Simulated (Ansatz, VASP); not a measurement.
This is a calculation of SnO2 for VASP 6.6.1.

POSCAR

```
SnO2
1.0
    0.0000000000      2.5741500000      2.5741500000
    2.5741500000      0.0000000000      2.5741500000
    2.5741500000      2.5741500000      0.0000000000
Sn O
1 2
Direct
    0.0000000000      0.0000000000      0.0000000000
    0.7500000000      0.7500000000      0.7500000000
    0.2500000000      0.2500000000      0.2500000000
```

Contents of INCAR.step1:

```
  ALGO = Normal
  EDIFF = 1E-5
  ENCUT = 520
  GGA = PE
  ISIF = 2
  ISMEAR = -1
  LASPH = T
  LCHARG = F
  LREAL = F
  LWAVE = T
  NBANDS = 20
  NELM = 60
  PREC = Accurate
  SIGMA = 0.05
```

File INCAR.step2:

```
  AEXX = 0.25
  ALGO = Normal
  EDIFF = 1E-7
  ENCUT = 520
  GGA = PE
  HFSCREEN = 0.1
  ISIF = 2
  ISMEAR = -1
  ISTART = 1
  LASPH = T
  LCHARG = F
  LHFCALC = T
  LREAL = F
  LWAVE = F
  NBANDS = 20
  NELM = 60
  PREC = Accurate
  PRECFOCK = Normal
  SIGMA = 0.05
```

Contents of KPOINTS:

```
k-points
0
Gamma
  5 5 5
```

Potentials or basis: VASP PAW PBE potentials, release 64 (Sn_d, O).

The run is started by

```console
$ cat potpaw_PBE.64/Sn_d/POTCAR potpaw_PBE.64/O/POTCAR > POTCAR
$ cp INCAR.step1 INCAR
$ mpirun -np 1 vasp_std > vasp.out
$ cp INCAR.step2 INCAR
$ mpirun -np 1 vasp_std > vasp.out
```

Task: Translate it to Ansatz 0.2.0. Potentials there: Ansatz PAW.

Result: As run (the cutoff follows the program's own potentials):

The input input.yaml:

```yaml
crystal:
  lattice:
    - [0.0, 2.57415, 2.57415]
    - [2.57415, 0.0, 2.57415]
    - [2.57415, 2.57415, 0.0]
  atoms:
    - { symbol: Sn, position: [0.0, 0.0, 0.0] }
    - { symbol: O, position: [0.75, 0.75, 0.75] }
    - { symbol: O, position: [0.25, 0.25, 0.25] }
hamiltonian:
  xc: { exchange: pbe, correlation: pbe, exx: { coeff: 0.25, omega: 0.1 } }
  pseudopotentials: { kind: paw }
kpoints:
  mp_grid: { grid: [5, 5, 5] }
scf:
  occupations: { method: fermi_dirac, width: 0.05 }
output:
  forces: true
  stress: true
  eigenvalues: true
```

Potentials or basis: Ansatz PAW.

Launch:

```bash
$ ansatz run input.yaml --threads 2 --pin off --max-ram 5632MiB --backend cpu --events-out ev --progress --plain --runs-dir out
```

Both were run:

|  | VASP | Ansatz | Ansatz less VASP |
| --- | --- | --- | --- |
| gap on the k mesh at the Fermi level (eV) | 1.60 | 1.60 | +0.002 |
| least direct gap on the mesh (eV) | 2.84 | 2.84 | -0.001 |
| pressure (GPa) | -12.1 | -12.7 | -0.67 |

VASP's potentials were made for PBE, not for PBE-based screened hybrid. The functional is the same, so the differences come from potentials, cutoffs and numerics.

The k mesh is coarse, so the values compare programs but aren't converged. Noted on Ansatz's run: odd divisions of the mesh miss points on the zone boundary, where band edges often lie, so the gap on the mesh can be too wide.
